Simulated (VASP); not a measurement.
SiC (Moissanite 6H), 12 atoms in the cell. It takes space group P6_3mc (No. 186, hexagonal). Conventional cell: a = 3.136 Å, b = 3.136 Å, c = 15.370 Å, α = 90.00°, β = 90.00°, γ = 120.00°. Within 2.5 Å of Si (site symmetry 3m) lie 4 C at 1.92 Å. Si (site symmetry 3m) has 4 C at 1.92 Å within 2.5 Å. Si (site symmetry 3m) has 4 C at 1.92 Å within 2.5 Å. C (site symmetry 3m) has 4 Si at 1.92 Å within 2.5 Å. Within 2.5 Å of C (site symmetry 3m) lie 4 Si at 1.92 Å. Within 2.5 Å of C (site symmetry 3m) lie 4 Si at 1.92 Å. 

* Program: VASP 6.6.1
* Task: single point
* Functional: RPBE
* Dispersion: D3(BJ)
* Potentials or basis: VASP PAW PBE potentials, release 64 (Si, C)
* Cutoff: 520 eV
* k mesh: 10 × 10 × 2
* Occupations: fermi-dirac, width 0.05 eV
* Spin: no spin polarisation
* Dipole correction: no
* Further INCAR settings: ALGO = Normal; EDIFF = 1e-06; NBANDS = 36

Potentials or basis: VASP PAW PBE potentials, release 64 (Si, C).

Run with:

```bash
$ cat potpaw_PBE.64/Si/POTCAR potpaw_PBE.64/C/POTCAR > POTCAR
$ mpirun -np 1 vasp_std > vasp.out
```

Hardware: 1 thread of AMD EPYC 9R45 96-Core Processor (Zen 5), with other jobs on the host.

Task: How long does it take, and how much memory?

Result: Run time: 82 s on 1 thread of AMD EPYC 9R45 96-Core Processor (Zen 5), on a shared host, peak memory 0.25 GiB. Counts: scf iterations 14, k points 28.
